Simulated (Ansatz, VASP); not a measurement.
## MnO2: VASP beside Ansatz

```
Mn O
1.0
     4.36742    0.00000    0.00000
     0.00000    4.51869    0.00000
     0.00000    0.00000    2.87441
Mn O
2 4
Direct
  0.50000 0.50000 0.50000
  0.00000 0.00000 0.00000
  0.21627 0.82605 0.50000
  0.71627 0.67395 0.00000
  0.78373 0.17395 0.50000
  0.28373 0.32605 0.00000
```

Alike in both runs: functional PBE; k mesh 4 × 4 × 6; occupations gaussian, width 0.1 eV; collinear spin.

Ansatz relaxed the structure, and its values are those at the end. VASP's run is a single point on that final structure, the one shown.

|  | VASP | Ansatz |
| --- | --- | --- |
| version | VASP 6.6.1 | Ansatz 0.2.0 |
| potentials or method | VASP PAW PBE potentials, release 64 (Mn_pv, O), cutoff 520 eV | scalar-relativistic, plane waves, PAW |
| valence electrons in the cell | 50 | 54 |

Ansatz gave:

- gap on the k mesh at the Fermi level (eV): 0.13
- least direct gap on the mesh (eV): 0.29
- pressure (GPa): 0.0
- rms of the force components (eV/Å): 0.001
- net moment per atom (μB): 1.00
- size of the moment on the site where the two differ most (μB): 2.41

Question: Estimate VASP's values.

Answer: gap on the k mesh at the Fermi level (eV): 0.11; least direct gap on the mesh (eV): 0.27; pressure (GPa): 0.8; rms of the force components (eV/Å): 0.016; net moment per atom (μB): 1.00; size of the moment on the site where the two differ most (μB): 2.73.

Site moments also hang on the region over which each program counts them. VASP's potentials hold 50 valence electrons a cell and Ansatz's 54, so a difference there can come from the potentials and not from the codes.
